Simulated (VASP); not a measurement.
# Mo (P6/mmm) in VASP: single point with r2SCAN

Aim: the single point of Mo with r2SCAN.

All numbers are computed with VASP 6.6.1; they aren't measurements. Logs are shortened: lines on timing, memory, paths and dates and some standing lists are left out, and cuts for length are marked.

### 1 The cell of the first run

The structure is hexagonal, space group P6/mmm (No. 191). The conventional cell has a = 2.736 Å, b = 2.736 Å, c = 2.555 Å, α = 90.00°, β = 90.00°, γ = 120.00°. Mo (site symmetry 6/mmm) has 8 Mo at 2.56 to 2.74 Å within 3.4 Å.

### 2 Single point, r2SCAN

File POSCAR:

```
Mo
1.0
    2.7355100000      0.0000000000      0.0000000000
   -1.3677550000      2.3690210000      0.0000000000
    0.0000000000      0.0000000000      2.5551810000
Mo
1
Direct
    0.0000000000      0.0000000000      0.5000000000
```

File INCAR.step1:

```
SYSTEM = Mo
PREC = Accurate
ENCUT = 520
ISMEAR = -1
SIGMA = 0.1
LREAL = .False.
LASPH = .True.
NELM = 100
NBANDS = 13
GGA = PE
ALGO = Normal
EDIFF = 1E-4
LWAVE = .True.
LCHARG = .False.
```

File INCAR.step2:

```
SYSTEM = Mo
PREC = Accurate
ENCUT = 520
EDIFF = 1E-6
ISMEAR = -1
SIGMA = 0.1
LREAL = .False.
LASPH = .True.
NELM = 100
ALGO = Normal
ISIF = 2
LWAVE = .False.
LCHARG = .False.
METAGGA = R2SCAN
LMIXTAU = .True.
NBANDS = 13
ISTART = 1
```

File KPOINTS:

```
Automatic mesh
0
Gamma
  11 11 11
  0 0 0
```

Potentials or basis: VASP PAW PBE potentials, release 64 (Mo_sv).

Command:

```
> cat potpaw_PBE.64/Mo_sv/POTCAR > POTCAR
> cp INCAR.step1 INCAR
> mpirun -np 1 vasp_std > vasp.out
> cp INCAR.step2 INCAR
> mpirun -np 1 vasp_std > vasp.out
```

OUTCAR:

```text
SYSTEM = Mo
   PREC = Accurate
   ENCUT = 520
   EDIFF = 1E-6
   ISMEAR = -1
   LREAL = .False.
   LASPH = .True.
   NELM = 100
   ISIF = 2
   METAGGA = R2SCAN
   ISTART = 1

 ion  position               nearest neighbor table
   1  0.000  0.000  0.500-

  LATTYP: Found a hexagonal cell.
 ALAT       =     2.7355100000
 C/A-ratio  =     0.9340784717

  Lattice vectors:

 A1 = (   2.7355100000,   0.0000000000,   0.0000000000)
 A2 = (  -1.3677550000,   2.3690210000,   0.0000000000)
 A3 = (   0.0000000000,   0.0000000000,   2.5551810000)

Analysis of symmetry for initial positions (statically):
=====================================================================
 Subroutine PRICEL returns:
 Original cell was already a primitive cell.

 Routine SETGRP: Setting up the symmetry group for a
 hexagonal supercell.

 Subroutine GETGRP returns: Found 24 space group operations
 (whereof 24 operations were pure point group operations)
 out of a pool of 24 trial point group operations.

The static configuration has the point symmetry D_6h.

Analysis of symmetry for dynamics (positions and initial velocities):
=====================================================================
 Subroutine PRICEL returns:
 Original cell was already a primitive cell.

 Routine SETGRP: Setting up the symmetry group for a
 hexagonal supercell.

 Subroutine GETGRP returns: Found 24 space group operations
 (whereof 24 operations were pure point group operations)
 out of a pool of 24 trial point group operations.

The dynamic configuration has the point symmetry D_6h.

 Subroutine INISYM returns: Found 24 space group operations
 (whereof 24 operations are pure point group operations),
 and found     1 'primitive' translations

----------------------------------------------------------------------------------------

                                     Primitive cell

  volume of cell :      16.5588

  direct lattice vectors                    reciprocal lattice vectors
     2.735510000  0.000000000  0.000000000     0.365562546  0.211057648  0.000000000
    -1.367755000  2.369021000  0.000000000     0.000000000  0.422115296  0.000000000
     0.000000000  0.000000000  2.555181000     0.000000000  0.000000000  0.391361708

  length of vectors
     2.735510000  2.735509868  2.555181000     0.422115275  0.422115296  0.391361708

  position of ions in fractional coordinates (direct lattice)
     0.000000000  0.000000000  0.500000000

  ion indices of the primitive-cell ions
   primitive index   ion index
                 1           1

----------------------------------------------------------------------------------------

 KPOINTS: Automatic mesh

Automatic generation of k-mesh.
 Grid dimensions read from file:
 generate k-points for:   11   11   11

 Generating k-lattice:

  Cartesian coordinates                     Fractional coordinates (reciprocal lattice)
     0.033232959  0.019187059  0.000000000     0.090909091  0.000000000  0.000000000
     0.000000000  0.038374118  0.000000000     0.000000000  0.090909091  0.000000000
     0.000000000  0.000000000  0.035578337     0.000000000  0.000000000  0.090909091

  Length of vectors
     0.038374116  0.038374118  0.035578337

  Shift w.r.t. Gamma in fractional coordinates (k-lattice)
     0.000000000  0.000000000  0.000000000

 Subroutine IBZKPT returns following result:
 ===========================================

 Found     96 irreducible k-points:

 Following reciprocal coordinates:
            Coordinates               Weight
  0.000000  0.000000  0.000000      1.000000
  0.090909  0.000000  0.000000      6.000000
  0.181818  0.000000  0.000000      6.000000
  0.272727  0.000000  0.000000      6.000000
  0.363636 -0.000000  0.000000      6.000000
  0.454545  0.000000  0.000000      6.000000
[... 16 lines left out ...]
  0.090909  0.090909  0.090909     12.000000
  0.181818  0.090909  0.090909     24.000000
 [... further k-points ...]
   k-points           NKPTS =     96   k-points in BZ     NKDIM =     96   number of bands    NBANDS=     13
   number of dos      NEDOS =    301   number of ions     NIONS =      1
   total plane-waves  NPLWV =   8000
   dimension x,y,z NGX =    20 NGY =   20 NGZ =   20
   dimension x,y,z NGXF=    40 NGYF=   40 NGZF=   40
   ions per type =               1
   NGX,Y,Z   is equivalent  to a cutoff of  12.15, 12.15, 13.01 a.u.
   NGXF,Y,Z  is equivalent  to a cutoff of  24.31, 24.31, 26.02 a.u.
 SYSTEM =  Mo
   PREC   = accura    normal or accurate (medium, high low for compatibility)
   ISTART =      1    job   : 0-new  1-cont  2-samecut
   ICHARG =      0    charge: 1-file 2-atom 10-const
   ISPIN  =      1    spin polarized calculation?
   LNONCOLLINEAR =      F non collinear calculations
   LSORBIT =      F    spin-orbit coupling
   LASPH  =      T    aspherical Exc in radial PAW
   ENCUT  =  520.0 eV  38.22 Ry    6.18 a.u.   5.09  5.09  4.75*2*pi/ulx,y,z
   NELM   =    100;   NELMIN=  2; NELMDL=  0     # of ELM steps
   EDIFF  = 0.1E-05   stopping-criterion for ELM
   LREAL  =      F    real-space projection
   EDIFFG = 0.1E-04   stopping-criterion for IOM
   NSW    =      0    number of steps for IOM
   IBRION =     -1    ionic relax: 0-MD 1-quasi-New 2-CG
   NFREE  =      0    steps in history (QN), initial steepest desc. (CG)
   ISIF   =      2    stress and relaxation
   ISYM   =      2    0-nonsym 1-usesym 2-fastsym
   POTIM  = 0.5000    time-step for ionic-motion
   TEBEG  =    0.0;   TEEND  =   0.0 temperature during run
   PSTRESS=    0.0 pullay stress
   NELECT =      14.0000    total number of electrons
   NUPDOWN=      -1.0000    fix difference up-down
   EMIN   =  10.00;   EMAX   =-10.00  energy-range for DOS
   EFERMI =   0.00;   METHOD = LEGACY
   ISMEAR =    -1;   SIGMA  =   0.10  broadening in eV -4-tet -1-fermi 0-gaus
   EFERMI_NEDOS =   21; number of points for ismear=-14 and -15
   IALGO  =     38    algorithm
   IMIX   =      4    mixing-type and parameters
     AMIX     =   0.40;   BMIX     =  1.00
     AMIX_MAG =   1.60;   BMIX_MAG =  1.00
  volume/ion in A,a.u.               =      16.56       111.74
  Fermi-wavevector in a.u.,A,eV,Ry     =   1.548013  2.925320 32.604234  2.396344
  Thomas-Fermi vector in A             =   2.653024
   LORBIT       =      0    0 simple, 1 ext, 2 COOP (PROOUT), +10 PAW based schemes
   METAGGA = R2SCAN    functional components
   LHFCALC =     F    Hartree Fock is set to
   AEXX    =    0.0000 exact exchange contribution
   IVDW    =     0    specifies the selected vdW correction
   LEPSILON=     F    determine dielectric tensor
   LRPA    =     F    only Hartree local field effects (RPA)
 non-spin polarized calculation
  energy-cutoff  :      520.00
  volume of cell :       16.56
 maximum number of plane-waves:       460
   NGX = 11   NGY = 11   NGZ =  9

 number of electron      14.0000002 magnetization

 Free energy of the ion-electron system (eV)
  ---------------------------------------------------
  ext. energy  EPLUGINS =         0.00000000
  ---------------------------------------------------
  free energy    TOTEN  =       -25.15959657 eV

  energy without entropy =      -25.13235717  energy(sigma->0) =      -25.14597687

 E-fermi :  11.6635     XC(G=0): -14.1411

 val. band max:       11.6332731953   @ k =   0.0909   0.0909   0.0909
 cond. band min:      11.7086939886   @ k =   0.1818   0.0909   0.4545
 fundamental gap:      0.0754207933
 Fermi energy:        11.6635256830

 k-point     1 :       0.0000    0.0000    0.0000
  band No.  band energies     occupation
      1     -51.4406      2.00000
      2     -23.9308      2.00000
      3     -23.9308      2.00000
      4     -23.8836      2.00000
      5       4.3776      2.00000
      6       6.8631      2.00000
      7      10.6206      1.99994
      8      10.6206      1.99994
      9      15.9331      0.00000
     10      15.9331      0.00000
     11      25.0931      0.00000
     12      28.3110      0.00000
     13      33.3682      0.00000

 k-point     2 :       0.0909    0.0000    0.0000
  band No.  band energies     occupation
      1     -51.4213      2.00000
      2     -24.0561      2.00000
      3     -23.9585      2.00000
      4     -23.8708      2.00000
      5       4.7130      2.00000
      6       7.0093      2.00000
      7      10.2909      2.00000
      8      10.9310      1.99868
      9      15.5836      0.00000
     10      15.8755      0.00000
     11      25.8441      0.00000
     12      28.9735      0.00000
     13      31.6197      0.00000

 k-point     3 :       0.1818    0.0000    0.0000
  band No.  band energies     occupation
      1     -51.3691      2.00000
      2     -24.3849      2.00000
      3     -24.0324      2.00000
      4     -23.8362      2.00000
      5       5.5656      2.00000
      6       7.3901      2.00000
      7       9.6808      2.00000
      8      11.8266      0.32743
      9      14.7633      0.00000
     10      15.7239      0.00000
     11      27.2007      0.00000
     12      29.4672      0.00000
     13      30.6614      0.00000
[... 305 lines left out ...]
 k-point    23 :       0.0909    0.0909    0.0909
  band No.  band energies     occupation
      1     -51.3654      2.00000
      2     -24.2608      2.00000
      3     -24.0040      2.00000
      4     -24.0011      2.00000
      5       5.5807      2.00000
      6       7.6059      2.00000
      7       9.8243      2.00000
      8      11.6333      1.15012
      9      14.6600      0.00000
     10      15.3742      0.00000
     11      27.1296      0.00000
     12      28.4847      0.00000
     13      30.7878      0.00000

 k-point    24 :       0.1818    0.0909    0.0909
  band No.  band energies     occupation
      1     -51.3048      2.00000
      2     -24.6110      2.00000
      3     -24.1080      2.00000
      4     -23.9586      2.00000
      5       6.5209      2.00000
      6       8.0080      2.00000
      7       9.3128      2.00000
      8      12.7884      0.00003
      9      13.9749      0.00000
     10      15.1235      0.00000
     11      27.2061      0.00000
     12      28.5218      0.00000
     13      30.3865      0.00000

 [... further k-points ...]

------------------------ aborting loop because EDIFF is reached ----------------------------------------

  FORCE on cell =-STRESS in cart. coord.  units (eV):
  Direction    XX          YY          ZZ          XY          YZ          ZX
  --------------------------------------------------------------------------------------
  -------------------------------------------------------------------------------------
  Total        0.4051863      0.4051862     -0.6323423      0.0000000      0.0000000      0.0000000
  in kB       39.2045448     39.2045397    -61.1834467      0.0000000      0.0000000      0.0000000
  external PRESSURE =       5.7418793 kB  Pullay stress =       0.0000000 kB

 VOLUME and BASIS-vectors are now :
 -----------------------------------------------------------------------------
  energy-cutoff  :      520.00
  volume of cell :       16.56
      direct lattice vectors                 reciprocal lattice vectors
     2.735510000  0.000000000  0.000000000     0.365562546  0.211057648  0.000000000
    -1.367755000  2.369021000  0.000000000     0.000000000  0.422115296  0.000000000
     0.000000000  0.000000000  2.555181000     0.000000000  0.000000000  0.391361708

 POSITION                                       TOTAL-FORCE (eV/Angst)
 -----------------------------------------------------------------------------------
      0.00000      0.00000      1.27759         0.000000      0.000000      0.000000
 -----------------------------------------------------------------------------------
    total drift:                               -0.000000      0.000000     -0.000000

  FREE ENERGIE OF THE ION-ELECTRON SYSTEM (eV)
  ---------------------------------------------------
  free  energy   TOTEN  =       -25.1595965743 eV

  energy  without entropy=      -25.1323571713  energy(sigma->0) =      -25.14597687
```

It took 38 s on 1 thread of Intel Xeon Platinum 8488C (Sapphire Rapids), shared host; peak memory 0.14 GiB.

Results:

* Free energy: -25.1596 eV
* Pressure: 0.6 GPa
* Band gap on the k mesh: zero (band 7 reaches 12.35 eV, above the bottom of band 8 at 10.62 eV)

Stress tensor (GPa, compression positive):
```
 3.92  0.00  0.00
 0.00  3.92  0.00
 0.00  0.00 -6.12
```

Levels at points of the mesh, in eV from the Fermi level:
```
           k point  band 5  band 6  band 7  band 8  band 9  band 10
(0.00, 0.00, 0.00)   -7.29   -4.80   -1.04   -1.04    4.27     4.27
```

Caveat: the PAW data sets were made with another functional, which shifts forces and pressure a little.
